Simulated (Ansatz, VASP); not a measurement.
# Ti in VASP and in Ansatz

The input INCAR:

```
  PREC = Accurate
  ENCUT = 520
  EDIFF = 1E-6
  ISMEAR = 0
  SIGMA = 0.15
  LREAL = F
  LASPH = T
  NELM = 60
  ALGO = Normal
  ISIF = 2
  LWAVE = F
  LCHARG = F
  GGA = PS
  NBANDS = 12
```

KPOINTS

```
regular mesh
0
Gamma
  10 10 10
```

File POSCAR:

```
Ti
1.0
    0.0000000000      1.9944750000      2.0300000000
    2.0655250000      0.0000000000      2.0300000000
    2.0655250000      1.9944750000      0.0000000000
Ti
1
Direct
    0.0000000000      0.0000000000      0.0000000000
```

Input for Ansatz:

```yaml
crystal:
  lattice:
    - [0.0, 1.994475, 2.03]
    - [2.065525, 0.0, 2.03]
    - [2.065525, 1.994475, 0.0]
  atoms:
    - { symbol: Ti, position: [0.0, 0.0, 0.0] }
basis:
  ecutwfc: 420
kpoints:
  mp_grid: { grid: [10, 10, 10] }
hamiltonian:
  xc: pbesol
scf:
  occupations: { method: gaussian, width: 0.15 }
output:
  forces: true
  stress: true
  eigenvalues: true
```

Change from the starting cell: strain +0.0175 x Voigt [1, -1, 0, 0, 0, 0], atoms carried along.

Alike in both runs: task single point; functional PBEsol; k mesh 10 × 10 × 10; occupations gaussian, width 0.15 eV; no spin polarisation.

```csv
,VASP,Ansatz
version,VASP 6.6.1,Ansatz 0.2.0
potentials or method,"VASP PAW PBE potentials, release 64 (Ti_sv), cutoff 520 eV","scalar-relativistic, plane waves, PAW"
valence electrons in the cell,12,12
```

```tsv
	VASP	Ansatz	Ansatz less VASP
gap on the k mesh at the Fermi level (eV)	none	none	-
pressure (GPa)	-0.6	-0.3	+0.26
traceless stress, the component that is largest in VASP (GPa)	0.69	0.69	-0.004
```

VASP's potentials were made for PBE, not for PBEsol. A gap of «none» marks a metal or a gap that the smearing closes. With one functional, cell and mesh, what is left measures potentials, basis and numerics.
